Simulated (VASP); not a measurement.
A run of VASP 6.6.1:

Contents of POSCAR:

```
Ir
1.0
    0.0000000000      1.9197000000      1.9197000000
    1.9197000000      0.0000000000      1.9197000000
    1.9197000000      1.9197000000      0.0000000000
Ir
1
Direct
    0.0000000000      0.0000000000      0.0000000000
```

File INCAR.step1:

```
PREC = Accurate
ENCUT = 520
EDIFF = 1E-7
ISMEAR = -1
SIGMA = 0.05
LREAL = F
LASPH = T
NELM = 80
ALGO = Normal
ISIF = 2
LWAVE = F
LCHARG = T
LMAXMIX = 4
GGA = PS
NBANDS = 10
```

The input KPOINTS.step1:

```
Automatic mesh
0
Gamma
  18 18 18
```

INCAR.step2

```
PREC = Accurate
ENCUT = 520
EDIFF = 1E-7
ISMEAR = -5
SIGMA = 0.05
LREAL = F
LASPH = T
NELM = 80
ALGO = Normal
ISIF = 2
LWAVE = F
LCHARG = F
LMAXMIX = 4
GGA = PS
LORBIT = 11
NBANDS = 10
NEDOS = 1001
ICHARG = 11
```

File KPOINTS.step2:

```
Automatic mesh
0
Gamma
  27 27 27
```

Potentials or basis: VASP PAW PBE potentials, release 64 (Ir).

Launch:

```console
$ cat potpaw_PBE.64/Ir/POTCAR > POTCAR
$ cp INCAR.step1 INCAR
$ cp KPOINTS.step1 KPOINTS
$ mpirun -np 1 vasp_std > vasp.out
$ cp INCAR.step2 INCAR
$ cp KPOINTS.step2 KPOINTS
$ mpirun -np 1 vasp_std > vasp.out
```

Hardware: 1 thread of Intel Xeon 6975P-C (shared host).

Q: Estimate the wall time of this run.

A: Wall time 51 s on 1 thread of Intel Xeon 6975P-C, with other jobs on the host, peak memory 0.2 GiB. Counts: k points 560.
